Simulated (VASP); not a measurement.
Si: single point with r2SCAN

Si:

```
CELL_PARAMETERS angstrom
3.83213 0.00000 0.00000
-1.91606 3.31872 0.00000
0.00000 0.00000 6.34122
ATOMIC_POSITIONS crystal
Si 0.33333 0.66667 0.00056
Si 0.66667 0.33333 0.50056
Si 0.33333 0.66667 0.37444
Si 0.66667 0.33333 0.87444
```

This isn't the form of Si at room conditions, which is diamond.

- Program: VASP 6.6.1
- Task: single point
- Functional: r2SCAN
- Potentials or basis: VASP PAW PBE potentials, release 64 (Si)
- Cutoff: 520 eV
- k mesh: 12 × 12 × 4
- Occupations: fermi-dirac, width 0.02 eV
- Spin: no spin polarisation

| Quantity | Value |
| --- | --- |
| Pressure | -0.2 GPa |
| Band gap on the k mesh | 0.62 eV (least direct gap 1.38 eV) |

Levels at points of the mesh, in eV from the valence-band top:
```tsv
k point	band 4	band 5	band 6	band 7	band 8	band 9	band 10	band 11	band 12	band 13
(0.00, 0.00, 0.00)	-1.60	-1.60	-0.38	0.00	0.00	1.38	2.17	2.17	2.55	4.08
(0.50, 0.00, 0.00)	-6.23	-4.86	-3.22	-3.10	-1.53	0.62	2.65	3.24	3.35	4.77
(0.00, 0.00, 0.50)	-4.40	-0.98	-0.98	-0.98	-0.98	2.15	2.15	3.21	3.21	3.21
(0.50, 0.00, 0.50)	-7.56	-2.58	-2.58	-2.55	-2.55	1.15	1.15	1.90	1.90	6.00
```

It took 110 s on 1 thread of Intel(R) Xeon(R) 6975P-C (Granite Rapids), on a shared host, peak memory 0.22 GiB.

Caveat: the PAW data sets were made with another functional, which shifts forces and pressure a little. A k mesh can miss the band edges.
